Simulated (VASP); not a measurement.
Here is a VASP 6.6.1 calculation.

File INCAR:

```
PREC     = Accurate       # precision mode
ENCUT    = 520            # plane-wave cutoff, eV
EDIFF    = 1E-7           # SCF threshold, eV
ISMEAR   = -1             # smearing method
SIGMA    = 0.1            # smearing width, eV
LREAL    = False          # projectors in reciprocal space
LASPH    = True           # aspherical terms in the spheres
NELM     = 60             # most SCF steps
ALGO     = Normal         # electronic algorithm
ISIF     = 2              # what is computed and relaxed
LWAVE    = False          # write WAVECAR
LCHARG   = False          # write CHGCAR
NBANDS   = 16             # bands
```

KPOINTS

```
Automatic mesh
0
Gamma
  10 10 10
```

Contents of POSCAR:

```
Al2Au
1.0
    0.0000000000      2.9788460569      2.9788460569
    2.9788460569      0.0000000000      2.9788460569
    2.9788460569      2.9788460569      0.0000000000
Al Au
2 1
Direct
    0.2500000000      0.2500000000      0.2500000000
    0.7500000000      0.7500000000      0.7500000000
    0.0000000000      0.0000000000      0.0000000000
```

Potentials or basis: VASP PAW LDA potentials, release 64 (Al, Au).

Command:

```console
$ cat potpaw_LDA.64/Al/POTCAR potpaw_LDA.64/Au/POTCAR > POTCAR
$ mpirun -np 1 vasp_std > vasp.out
```

(1) What does it give for the pressure?

Results:

(1) 0.2 GPa.
